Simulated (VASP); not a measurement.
# HfB2 (P6/mmm) in VASP: single point with PBEsol

Aim: the single point of HfB2 with PBEsol.

Program: VASP 6.6.1. These are calculated values, not measurements. Logs are shortened: lines on timing, memory, paths and dates and some standing lists are left out, and cuts for length are marked.

**1. The cell of the first run**

Symmetry: P6/mmm, No. 191, hexagonal system. The conventional cell has a = 3.127 Å, b = 3.127 Å, c = 3.447 Å, α = 90.00°, β = 90.00°, γ = 120.00°. Hf (site symmetry 6/mmm) has 12 B at 2.50 Å and 6 Hf at 3.13 Å within 3.3 Å. B (site symmetry -6m2) has 3 B at 1.81 Å within 2.4 Å.

**2. Single point, PBEsol, non-collinear spin, zero start, spin-orbit coupling**

INCAR reads:

```
SYSTEM = HfB2
ALGO = Normal
EDIFF = 1E-6
ENCUT = 520
GGA = PS
GGA_COMPAT = .False.
ISIF = 2
ISMEAR = 0
LASPH = .True.
LCHARG = .True.
LMAXMIX = 4
LNONCOLLINEAR = .True.
LORBIT = 11
LORBMOM = .True.
LREAL = .False.
LSORBIT = .True.
LVHAR = .True.
LWAVE = .False.
MAGMOM = 0 0 0 0 0 0 0 0 0
NBANDS = 29
NELM = 150
PREC = Accurate
SIGMA = 0.1
```

KPOINTS reads:

```
k-points
0
Gamma
  15 15 12
  0 0 0
```

POSCAR reads:

```
HfB2
1.0
    3.1272675614      0.0000000000      0.0000000000
   -1.5636337807      2.7082931526      0.0000000000
    0.0000000000      0.0000000000      3.4469749437
Hf B
1 2
Direct
    0.0000000000      0.0000000000      0.0000000000
    0.3333333333      0.6666666667      0.5000000000
    0.6666666667      0.3333333333      0.5000000000
```

Potentials or basis: VASP PAW PBE potentials, release 64 (Hf_pv, B).

Launch:

```console
$ cat potpaw_PBE.64/Hf_pv/POTCAR potpaw_PBE.64/B/POTCAR > POTCAR
$ mpirun -np 1 vasp_ncl > vasp.out
```

OUTCAR:

```text
SYSTEM = HfB2
   EDIFF = 1E-6
   ENCUT = 520
   GGA = PS
   ISIF = 2
   ISMEAR = 0
   LASPH = .True.
   LNONCOLLINEAR = .True.
   LORBIT = 11
   LREAL = .False.
   LSORBIT = .True.
   NELM = 150
   PREC = Accurate

 ion  position               nearest neighbor table
   1  0.000  0.000  0.000-   2 2.50   3 2.50   2 2.50   3 2.50   2 2.50   2 2.50   3 2.50   3 2.50
                             3 2.50   3 2.50   2 2.50   2 2.50
   2  0.333  0.667  0.500-   3 1.81   3 1.81   3 1.81   1 2.50   1 2.50   1 2.50   1 2.50   1 2.50
                             1 2.50
   3  0.667  0.333  0.500-   2 1.81   2 1.81   2 1.81   1 2.50   1 2.50   1 2.50   1 2.50   1 2.50
                             1 2.50

  LATTYP: Found a hexagonal cell.
 ALAT       =     3.1272675614
 C/A-ratio  =     1.1022321807

  Lattice vectors:

 A1 = (   3.1272675614,   0.0000000000,   0.0000000000)
 A2 = (  -1.5636337807,   2.7082931526,   0.0000000000)
 A3 = (   0.0000000000,   0.0000000000,   3.4469749437)

Analysis of symmetry for initial positions (statically):
=====================================================================
 Subroutine PRICEL returns:
 Original cell was already a primitive cell.

 Routine SETGRP: Setting up the symmetry group for a
 hexagonal supercell.

 Subroutine GETGRP returns: Found 24 space group operations
 (whereof 24 operations were pure point group operations)
 out of a pool of 24 trial point group operations.

The static configuration has the point symmetry D_6h.

Analysis of symmetry for dynamics (positions and initial velocities):
=====================================================================
 Subroutine PRICEL returns:
 Original cell was already a primitive cell.

 Routine SETGRP: Setting up the symmetry group for a
 hexagonal supercell.

 Subroutine GETGRP returns: Found 24 space group operations
 (whereof 24 operations were pure point group operations)
 out of a pool of 24 trial point group operations.

The dynamic configuration has the point symmetry D_6h.

Analysis of structural, dynamic, and magnetic symmetry:
=====================================================================
 Subroutine PRICEL returns:
 Original cell was already a primitive cell.

 Routine SETGRP: Setting up the symmetry group for a
 hexagonal supercell.

 Subroutine GETGRP returns: Found 24 space group operations
 (whereof 24 operations were pure point group operations)
 out of a pool of 24 trial point group operations.

The overall configuration has the point symmetry D_6h.

 Subroutine INISYM returns: Found 24 space group operations
 (whereof 24 operations are pure point group operations),
 and found     1 'primitive' translations
[... 927 lines left out ...]
      1.56363      0.90276      1.72349        -0.000000     -0.000000      0.000000
 -----------------------------------------------------------------------------------
    total drift:                               -0.000000      0.000000     -0.000000

  FREE ENERGIE OF THE ION-ELECTRON SYSTEM (eV)
  ---------------------------------------------------
  free  energy   TOTEN  =       -28.5322801008 eV

  energy  without entropy=      -28.5312088998  energy(sigma->0) =      -28.53174450

 orbital moment (x)

 # of ion     p       d       tot
 ----------------------------------------
  1         0.000   0.000   0.000
  2        -0.000   0.000  -0.000
  3        -0.000   0.000  -0.000
 ----------------------------------------
           -0.000   0.000  -0.000

 orbital moment (y)

 # of ion     p       d       tot
 ----------------------------------------
  1        -0.000  -0.000  -0.000
  2        -0.000   0.000  -0.000
  3        -0.000   0.000  -0.000
 ----------------------------------------
           -0.000  -0.000  -0.000

 orbital moment (z)

 # of ion     p       d       tot
 ----------------------------------------
  1         0.000   0.000   0.000
  2         0.000   0.000   0.000
  3         0.000   0.000   0.000
 ----------------------------------------
            0.000   0.000   0.000

 Spin-Orbit-Coupling matrix elements

 Ion:    1  E_soc:     -1.3204068
 l=   1
     0.0000000    -0.2118203    -0.2125065
    -0.2118203     0.0000000    -0.2118203
    -0.2125065    -0.2118203     0.0000000
 l=   2
     0.0000000    -0.0015812     0.0000000    -0.0015812    -0.0077674
    -0.0015812     0.0000000    -0.0043187    -0.0013267    -0.0015812
     0.0000000    -0.0043187     0.0000000    -0.0043187     0.0000000
    -0.0015812    -0.0013267    -0.0043187     0.0000000    -0.0015812
    -0.0077674    -0.0015812     0.0000000    -0.0015812     0.0000000
 l=   3
     0.0000000     0.0000000     0.0000000     0.0000000     0.0000000     0.0000000     0.0000000
     0.0000000     0.0000000     0.0000000     0.0000000     0.0000000     0.0000000     0.0000000
     0.0000000     0.0000000     0.0000000     0.0000000     0.0000000     0.0000000     0.0000000
     0.0000000     0.0000000     0.0000000     0.0000000     0.0000000     0.0000000     0.0000000
[... 29 lines left out ...]
 l=   2
     0.0000000     0.0000000     0.0000000     0.0000000     0.0000000
     0.0000000     0.0000000     0.0000000     0.0000000     0.0000000
     0.0000000     0.0000000     0.0000000     0.0000000     0.0000000
     0.0000000     0.0000000     0.0000000     0.0000000     0.0000000
     0.0000000     0.0000000     0.0000000     0.0000000     0.0000000
 l=   3
     0.0000000     0.0000000     0.0000000     0.0000000     0.0000000     0.0000000     0.0000000
     0.0000000     0.0000000     0.0000000     0.0000000     0.0000000     0.0000000     0.0000000
     0.0000000     0.0000000     0.0000000     0.0000000     0.0000000     0.0000000     0.0000000
     0.0000000     0.0000000     0.0000000     0.0000000     0.0000000     0.0000000     0.0000000
     0.0000000     0.0000000     0.0000000     0.0000000     0.0000000     0.0000000     0.0000000
     0.0000000     0.0000000     0.0000000     0.0000000     0.0000000     0.0000000     0.0000000
     0.0000000     0.0000000     0.0000000     0.0000000     0.0000000     0.0000000     0.0000000

 total charge

# of ion       s       p       d       tot
------------------------------------------
    1        0.304   6.662   1.891   8.857
    2        0.664   1.284   0.000   1.948
    3        0.664   1.284   0.000   1.948
--------------------------------------------------
tot          1.632   9.230   1.891  12.753

 magnetization (x)

# of ion       s       p       d       tot
------------------------------------------
    1       -0.000   0.000   0.000   0.000
    2        0.000   0.000   0.000   0.000
    3       -0.000   0.000   0.000  -0.000
--------------------------------------------------
tot         -0.000   0.000   0.000   0.000

 magnetization (y)

# of ion       s       p       d       tot
------------------------------------------
    1        0.000  -0.000  -0.000  -0.000
    2        0.000   0.000   0.000   0.000
    3        0.000  -0.000   0.000  -0.000
--------------------------------------------------
tot          0.000  -0.000  -0.000  -0.000

 magnetization (z)

# of ion       s       p       d       tot
------------------------------------------
    1        0.000  -0.000   0.000  -0.000
    2        0.000   0.000   0.000   0.000
    3        0.000   0.000   0.000   0.000
--------------------------------------------------
tot          0.000  -0.000   0.000  -0.000
```

It took 2.8 min on 1 thread of AMD EPYC 9R45 (Zen 5), shared host; peak memory 0.34 GiB.

What came out:

| Property | Result |
| --- | --- |
| Free energy | -28.5323 eV |
| Pressure | 0.0 GPa |
| Net moment | 0.00 μB per cell |
| Valence electrons inside the program's atomic spheres | Hf 8.86; B 1.95 |

Moments on the atoms (μB; x, y, z):
```
Hf  0.00 0.00 0.00
B   0.00 0.00 0.00
B   0.00 0.00 0.00
```

Caveat: the PAW data sets were made with another functional, which shifts forces and pressure a little.
